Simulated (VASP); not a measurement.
O, 2 atoms in the cell. It takes space group C2/m (No. 12, monoclinic). The conventional cell has a = 5.403 Å, b = 3.429 Å, c = 4.232 Å, α = 90.00°, β = 117.67°, γ = 90.00°. Within 1.5 Å of O (site symmetry m) lie 1 O at 1.15 Å. 

- Program: VASP 6.6.1
- Task: relaxation of cell and atoms
- Functional: PBE
- Potentials or basis: VASP PAW PBE potentials, release 64 (O)
- Cutoff: 600 eV
- k mesh: 6 × 6 × 4
- Occupations: gaussian, width 0.1 eV
- Spin: no spin polarisation
- Dipole correction: no
- Further INCAR settings: ALGO = Normal; EDIFF = 1e-06; IBRION = 2; EDIFFG = -0.04; NSW = 90; ISIF = 3

Potentials or basis: VASP PAW PBE potentials, release 64 (O).

Launch:

```console
$ cat potpaw_PBE.64/O/POTCAR > POTCAR
$ mpirun -np 1 vasp_std > vasp.out
```

Hardware: 1 thread of Intel(R) Xeon(R) Platinum 8488C (Sapphire Rapids), with other jobs on the host.

Q: Estimate the wall time of this run.

A: Wall time 7.8 min on 1 thread of Intel(R) Xeon(R) Platinum 8488C (Sapphire Rapids), on a shared host, peak memory 0.18 GiB. Counts: scf iterations 371, k points 47, ion steps 64.
